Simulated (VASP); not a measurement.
# AgBiPt3 (R-3) in VASP: single point with PBE

Aim: the single point of AgBiPt3 with PBE.

Everything below comes from runs of VASP 6.6.1. Logs are shortened: lines on timing, memory, paths and dates and some standing lists are left out, and cuts for length are marked.

### Step 1. The cell of the first run

Symmetry: R-3, No. 148, trigonal system. The conventional cell has a = 6.238 Å, b = 6.238 Å, c = 17.823 Å, α = 90.00°, β = 90.00°, γ = 120.00°. Pt (site symmetry 1) has 7 Pt at 2.70 to 3.76 Å and 3 Ag at 2.76 to 3.73 Å and 2 Bi at 2.79 to 3.02 Å within 3.8 Å. Bi (site symmetry 3) has 6 Pt at 2.79 to 3.02 Å and 3 Bi at 3.70 Å and 3 Ag at 3.72 Å within 3.8 Å. Within 3.5 Å of Ag (site symmetry 3) lie 1 Ag at 2.67 Å and 6 Pt at 2.76 to 2.91 Å.

### Step 2. Single point, PBE

The input, INCAR:

```
SYSTEM = AgBiPt3
ALGO = Normal
EDIFF = 1E-6
ENCUT = 500
GGA = PE
GGA_COMPAT = .FALSE.
ISIF = 2
ISMEAR = -1
LASPH = .TRUE.
LCHARG = .FALSE.
LREAL = .FALSE.
LWAVE = .FALSE.
NBANDS = 67
NELM = 120
PREC = Accurate
SIGMA = 0.1
```

The input, KPOINTS:

```
k-points
0
G
  4 4 4
  0 0 0
```

The input, POSCAR:

```
AgBiPt3
1.0
    6.2376390960     -0.0000002887     -0.0000001750
   -3.1188192980      5.4019540612     -0.0000015795
    0.0000000000     -3.6013007779      5.9409291113
Pt Bi Ag
6 2 2
Direct
    0.4307729038      0.3667346877      0.6359677731
    0.2692330854      0.7000059892      0.6359677731
    0.9359617840      0.2051948694      0.6359677731
    0.5692270962      0.6332653123      0.3640322269
    0.7307669146      0.2999940108      0.3640322269
    0.0640382160      0.7948051306      0.3640322269
    0.3566450941      0.7132901882      0.0699352823
    0.6433549059      0.2867098118      0.9300647177
    0.0748925535      0.1497851069      0.2246776604
    0.9251074465      0.8502148931      0.7753223396
```

Potentials or basis: VASP PAW PBE potentials, release 64 (Pt, Bi_d, Ag).

Started as:

```sh
cat potpaw_PBE.64/Pt/POTCAR potpaw_PBE.64/Bi_d/POTCAR potpaw_PBE.64/Ag/POTCAR > POTCAR
mpirun -np 1 vasp_std > vasp.out
```

OUTCAR:

```text
SYSTEM = AgBiPt3
   EDIFF = 1E-6
   ENCUT = 500
   GGA = PE
   ISIF = 2
   ISMEAR = -1
   LASPH = .TRUE.
   LREAL = .FALSE.
   NELM = 120
   PREC = Accurate

 ion  position               nearest neighbor table
   1  0.431  0.367  0.636-   5 2.70   6 2.70   3 2.73   2 2.73  10 2.76   8 2.79   9 2.91   4 2.91
                             7 3.02
   2  0.269  0.700  0.636-   6 2.70   4 2.70   3 2.73   1 2.73  10 2.76   8 2.79   9 2.91   5 2.91
                             7 3.02
   3  0.936  0.205  0.636-   5 2.70   4 2.70   2 2.73   1 2.73  10 2.76   8 2.79   9 2.91   6 2.91
                             7 3.02
   4  0.569  0.633  0.364-   2 2.70   3 2.70   6 2.73   5 2.73   9 2.76   7 2.79  10 2.91   1 2.91
                             8 3.02
   5  0.731  0.300  0.364-   3 2.70   1 2.70   6 2.73   4 2.73   9 2.76   7 2.79  10 2.91   2 2.91
                             8 3.02
   6  0.064  0.795  0.364-   2 2.70   1 2.70   5 2.73   4 2.73   9 2.76   7 2.79  10 2.91   3 2.91
                             8 3.02
   7  0.357  0.713  0.070-   4 2.79   5 2.79   6 2.79   3 3.02   1 3.02   2 3.02   8 3.70   8 3.70
                             8 3.70   9 3.72   9 3.72   9 3.72
   8  0.643  0.287  0.930-   1 2.79   2 2.79   3 2.79   6 3.02   4 3.02   5 3.02   7 3.70   7 3.70
                             7 3.70  10 3.72  10 3.72  10 3.72
   9  0.075  0.150  0.225-  10 2.67   4 2.76   6 2.76   5 2.76   3 2.91   1 2.91   2 2.91   7 3.72
                             7 3.72   7 3.72
  10  0.925  0.850  0.775-   9 2.67   1 2.76   3 2.76   2 2.76   6 2.91   4 2.91   5 2.91   8 3.72
                             8 3.72   8 3.72

  LATTYP: Found a trigonal (rhomboedric) cell.
 ALAT       =     6.9472300954
 COS(alpha) =     0.5969238288

  Lattice vectors:

 A1 = (  -0.0000000000,  -3.6013007779,   5.9409291113)
 A2 = (   3.1188197980,   1.8006529946,   5.9409273568)
 A3 = (  -3.1188192980,   1.8006532833,   5.9409275318)

Analysis of symmetry for initial positions (statically):
=====================================================================
 Subroutine PRICEL returns:
 Original cell was already a primitive cell.

 Routine SETGRP: Setting up the symmetry group for a
 trigonal (rhombohedral) supercell.

 Subroutine GETGRP returns: Found  6 space group operations
 (whereof  6 operations were pure point group operations)
 out of a pool of 12 trial point group operations.

The static configuration has the point symmetry S_6 .

Analysis of symmetry for dynamics (positions and initial velocities):
=====================================================================
 Subroutine PRICEL returns:
 Original cell was already a primitive cell.

 Routine SETGRP: Setting up the symmetry group for a
 trigonal (rhombohedral) supercell.

 Subroutine GETGRP returns: Found  6 space group operations
 (whereof  6 operations were pure point group operations)
 out of a pool of 12 trial point group operations.

The dynamic configuration has the point symmetry S_6 .

 Subroutine INISYM returns: Found  6 space group operations
 (whereof  6 operations are pure point group operations),
 and found     1 'primitive' translations

----------------------------------------------------------------------------------------

                                     Primitive cell

  volume of cell :     200.1822

  direct lattice vectors                    reciprocal lattice vectors
     6.237639096 -0.000000289 -0.000000175     0.160317072  0.092559111  0.056107924
    -3.118819298  5.401954061 -0.000001580     0.000000012  0.185118237  0.112215857
     0.000000000 -3.601300778  5.940929111     0.000000005  0.000000052  0.168323871

  length of vectors
     6.237639096  6.237639096  6.947230095     0.193434360  0.216474387  0.168323871

  position of ions in fractional coordinates (direct lattice)
     0.430772904  0.366734688  0.635967773
     0.269233085  0.700005989  0.635967773
     0.935961784  0.205194869  0.635967773
     0.569227096  0.633265312  0.364032227
     0.730766915  0.299994011  0.364032227
     0.064038216  0.794805131  0.364032227
     0.356645094  0.713290188  0.069935282
     0.643354906  0.286709812  0.930064718
     0.074892553  0.149785107  0.224677660
     0.925107447  0.850214893  0.775322340

  ion indices of the primitive-cell ions
   primitive index   ion index
                 1           1
                 2           2
                 3           3
                 4           4
                 5           5
                 6           6
                 7           7
                 8           8
                 9           9
                10          10

----------------------------------------------------------------------------------------

 KPOINTS: k-points

Automatic generation of k-mesh.
 Grid dimensions read from file:
 generate k-points for:    4    4    4

 Generating k-lattice:

  Cartesian coordinates                     Fractional coordinates (reciprocal lattice)
     0.040079268  0.023139778  0.014026981     0.250000000  0.000000000 -0.000000000
     0.000000003  0.046279559  0.028053964     0.000000000  0.250000000  0.000000000
     0.000000001  0.000000013  0.042080968     0.000000000  0.000000000  0.250000000

  Length of vectors
     0.048358590  0.054118597  0.042080968

  Shift w.r.t. Gamma in fractional coordinates (k-lattice)
     0.000000000  0.000000000  0.000000000

 Subroutine IBZKPT returns following result:
 ===========================================

 Found     14 irreducible k-points:

 Following reciprocal coordinates:
            Coordinates               Weight
  0.000000  0.000000  0.000000      1.000000
  0.250000 -0.000000 -0.000000      6.000000
  0.500000 -0.000000 -0.000000      3.000000
  0.000000  0.250000  0.000000      6.000000
  0.250000  0.250000  0.000000      6.000000
  0.500000  0.250000 -0.250000      6.000000
  0.500000  0.250000  0.000000      6.000000
  0.000000  0.500000  0.000000      3.000000
  0.000000  0.000000  0.250000      2.000000
  0.250000  0.000000  0.250000      6.000000
  0.500000  0.000000  0.250000      6.000000
 -0.000000  0.250000  0.250000      6.000000
  0.250000  0.250000  0.250000      6.000000
  0.000000  0.000000  0.500000      1.000000
   k-points           NKPTS =     14   k-points in BZ     NKDIM =     14   number of bands    NBANDS=     67
   number of dos      NEDOS =    301   number of ions     NIONS =     10
   total plane-waves  NPLWV = 124416
   dimension x,y,z NGX =    48 NGY =   48 NGZ =   54
   dimension x,y,z NGXF=    96 NGYF=   96 NGZF=  108
   ions per type =               6   2   2
   NGX,Y,Z   is equivalent  to a cutoff of  12.79, 12.79, 12.92 a.u.
   NGXF,Y,Z  is equivalent  to a cutoff of  25.59, 25.59, 25.84 a.u.
 SYSTEM =  AgBiPt3
   PREC   = accura    normal or accurate (medium, high low for compatibility)
   ISTART =      0    job   : 0-new  1-cont  2-samecut
   ICHARG =      2    charge: 1-file 2-atom 10-const
   ISPIN  =      1    spin polarized calculation?
   LNONCOLLINEAR =      F non collinear calculations
   LSORBIT =      F    spin-orbit coupling
   LASPH  =      T    aspherical Exc in radial PAW
   ENCUT  =  500.0 eV  36.75 Ry    6.06 a.u.  11.37 11.37 12.67*2*pi/ulx,y,z
   NELM   =    120;   NELMIN=  2; NELMDL= -5     # of ELM steps
   EDIFF  = 0.1E-05   stopping-criterion for ELM
   LREAL  =      F    real-space projection
   EDIFFG = 0.1E-04   stopping-criterion for IOM
   NSW    =      0    number of steps for IOM
   IBRION =     -1    ionic relax: 0-MD 1-quasi-New 2-CG
   NFREE  =      0    steps in history (QN), initial steepest desc. (CG)
   ISIF   =      2    stress and relaxation
   ISYM   =      2    0-nonsym 1-usesym 2-fastsym
   POTIM  = 0.5000    time-step for ionic-motion
   TEBEG  =    0.0;   TEEND  =   0.0 temperature during run
   PSTRESS=    0.0 pullay stress
   NELECT =     112.0000    total number of electrons
   NUPDOWN=      -1.0000    fix difference up-down
   EMIN   =  10.00;   EMAX   =-10.00  energy-range for DOS
   EFERMI =   0.00;   METHOD = LEGACY
   ISMEAR =    -1;   SIGMA  =   0.10  broadening in eV -4-tet -1-fermi 0-gaus
   EFERMI_NEDOS =   21; number of points for ismear=-14 and -15
   IALGO  =     38    algorithm
   IMIX   =      4    mixing-type and parameters
     AMIX     =   0.40;   BMIX     =  1.00
     AMIX_MAG =   1.60;   BMIX_MAG =  1.00
  volume/ion in A,a.u.               =      20.02       135.09
  Fermi-wavevector in a.u.,A,eV,Ry     =   1.348981  2.549204 24.759183  1.819749
  Thomas-Fermi vector in A             =   2.476605
   LORBIT       =      0    0 simple, 1 ext, 2 COOP (PROOUT), +10 PAW based schemes
   GGA     = PE    functional components
   LHFCALC =     F    Hartree Fock is set to
   AEXX    =    0.0000 exact exchange contribution
   IVDW    =     0    specifies the selected vdW correction
   LEPSILON=     F    determine dielectric tensor
   LRPA    =     F    only Hartree local field effects (RPA)
 non-spin polarized calculation
  energy-cutoff  :      500.00
  volume of cell :      200.18
 maximum number of plane-waves:      5101
 NGX is ok and might be reduce to    48
   NGX = 23   NGY = 23   NGZ = 25

 number of electron     112.0000002 magnetization

 Free energy of the ion-electron system (eV)
  ---------------------------------------------------
  ext. energy  EPLUGINS =         0.00000000
  ---------------------------------------------------
  free energy    TOTEN  =       -48.82186134 eV

  energy without entropy =      -48.57165314  energy(sigma->0) =      -48.69675724

 E-fermi :   8.3765     XC(G=0): -11.7421

 val. band max:        8.3552700068   @ k =   0.5000   0.0000   0.2500
 cond. band min:       8.3906160140   @ k =   0.5000   0.0000   0.2500
 fundamental gap:      0.0353460072
 Fermi energy:         8.3765138180

 k-point     1 :       0.0000    0.0000    0.0000
  band No.  band energies     occupation
      1     -14.5044      2.00000
      2     -14.5044      2.00000
      3     -14.4932      2.00000
      4     -14.4932      2.00000
      5     -14.4530      2.00000
      6     -14.4530      2.00000
[... 59 lines left out ...]
     66      13.7373      0.00000
     67      13.9085      0.00000
[... 908 lines left out ...]
     66      12.3554      0.00000
     67      14.4051      0.00000

------------------------ aborting loop because EDIFF is reached ----------------------------------------

  FORCE on cell =-STRESS in cart. coord.  units (eV):
  Direction    XX          YY          ZZ          XY          YZ          ZX
  --------------------------------------------------------------------------------------
  -------------------------------------------------------------------------------------
  Total        3.4516265      3.4516265     -1.7300620     -0.0000004     -0.0000016     -0.0000001
  in kB       27.6254254     27.6254254    -13.8467175     -0.0000034     -0.0000128     -0.0000012
  external PRESSURE =      13.8013777 kB  Pullay stress =       0.0000000 kB

 VOLUME and BASIS-vectors are now :
 -----------------------------------------------------------------------------
  energy-cutoff  :      500.00
  volume of cell :      200.18
      direct lattice vectors                 reciprocal lattice vectors
     6.237639096 -0.000000289 -0.000000175     0.160317072  0.092559111  0.056107924
    -3.118819298  5.401954061 -0.000001580     0.000000012  0.185118237  0.112215857
     0.000000000 -3.601300778  5.940929111     0.000000005  0.000000052  0.168323871

 POSITION                                       TOTAL-FORCE (eV/Angst)
 -----------------------------------------------------------------------------------
      1.54323     -0.30923      3.77824         0.007680     -0.006800     -0.019095
     -0.50381      1.49109      3.77824         0.002049      0.010051     -0.019095
      5.19823     -1.18186      3.77824        -0.009729     -0.003251     -0.019095
      1.57559      2.10988      2.16269        -0.007680      0.006800      0.019095
      3.62263      0.30956      2.16269        -0.002049     -0.010051      0.019095
     -2.07941      2.98251      2.16269         0.009729      0.003251      0.019095
      0.00000      3.60130      0.41548         0.000000      0.000000      0.002846
      3.11882     -1.80065      5.52545        -0.000000     -0.000000     -0.002846
      0.00000      0.00000      1.33479        -0.000000     -0.000000     -0.017638
      3.11882      1.80065      4.60613         0.000000      0.000000      0.017638
 -----------------------------------------------------------------------------------
    total drift:                                0.000000      0.000000      0.000000

  FREE ENERGIE OF THE ION-ELECTRON SYSTEM (eV)
  ---------------------------------------------------
  free  energy   TOTEN  =       -48.8218613437 eV

  energy  without entropy=      -48.5716531377  energy(sigma->0) =      -48.69675724
```

Run time: 6.4 min. Hardware: 1 thread of Intel Xeon 8259CL, shared host; peak memory 0.45 GiB.

Results:

```yaml
Free_energy: -48.8219 eV
Pressure: 1.4 GPa
Largest_force: 0.022 eV/Å
Band_gap_on_the_k_mesh: zero (bands 56 and 57 overlap by 0.28 eV)
```

Forces in eV/Å, atoms in the order of the input:
```
Pt   0.008 -0.007 -0.019
Pt   0.002  0.010 -0.019
Pt  -0.010 -0.003 -0.019
Pt  -0.008  0.007  0.019
Pt  -0.002 -0.010  0.019
Pt   0.010  0.003  0.019
Bi   0.000  0.000  0.003
Bi   0.000  0.000 -0.003
Ag   0.000  0.000 -0.018
Ag   0.000  0.000  0.018
```

Stress tensor (GPa, compression positive):
```
 2.76  0.00  0.00
 0.00  2.76  0.00
 0.00  0.00 -1.38
```

Caveat: spin-orbit coupling is left out, which moves the levels of the heavy elements.
